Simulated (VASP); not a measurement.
Here is a VASP 6.6.1 calculation.

INCAR

```
SYSTEM = FePt
PREC = Accurate
ENCUT = 600
EDIFF = 1E-6
ISMEAR = -1
SIGMA = 0.05
LREAL = .FALSE.
LASPH = .TRUE.
NELM = 150
ALGO = Normal
ISIF = 3
LWAVE = .FALSE.
LCHARG = .FALSE.
ISPIN = 2
MAGMOM = 0 3
LORBIT = 11
LMAXMIX = 4
GGA = PS
IVDW = 12
IBRION = 2
NSW = 60
EDIFFG = -0.01
```

KPOINTS

```
Automatic mesh
0
G
  10 10 7
  0 0 0
```

The input POSCAR:

```
FePt
1.0
    2.7235000000      0.0000000000      0.0000000000
    0.0000000000      2.7235000000      0.0000000000
    0.0000000000      0.0000000000      3.7200000000
Pt Fe
1 1
Direct
    0.5000000000      0.5000000000      0.5000000000
    0.0000000000      0.0000000000      0.0000000000
```

Potentials or basis: VASP PAW PBE potentials, release 64 (Pt, Fe).

The run is started by

```console
$ cat potpaw_PBE.64/Pt/POTCAR potpaw_PBE.64/Fe/POTCAR > POTCAR
$ mpirun -np 1 vasp_std > vasp.out
```

What does it give for the site moments?

Pt +0.34; Fe +2.82 μB.

Predict the dispersion energy per atom.

-0.538 eV.

Predict the relaxed cell.

a = 2.670 Å, b = 2.670 Å, c = 3.664 Å, α = 90.00°, β = 90.00°, γ = 90.00°.

Step by step:
```csv
step,energy change (eV),largest force (eV/Å),pressure (GPa),volume (Å³)
1,0.0000,0.0000,-12.25,27.59
2,0.1783,0.0000,32.12,23.59
3,-0.0595,0.0000,-0.75,26.20
4,-0.0597,0.0000,-0.06,26.13
5,-0.0596,0.0000,0.22,26.10
6,-0.0597,0.0000,-0.30,26.16
7,-0.0597,0.0000,-0.16,26.15
8,-0.0598,0.0000,0.07,26.12
```

Caveat: the PAW data sets were made with another functional, which shifts forces and pressure a little.
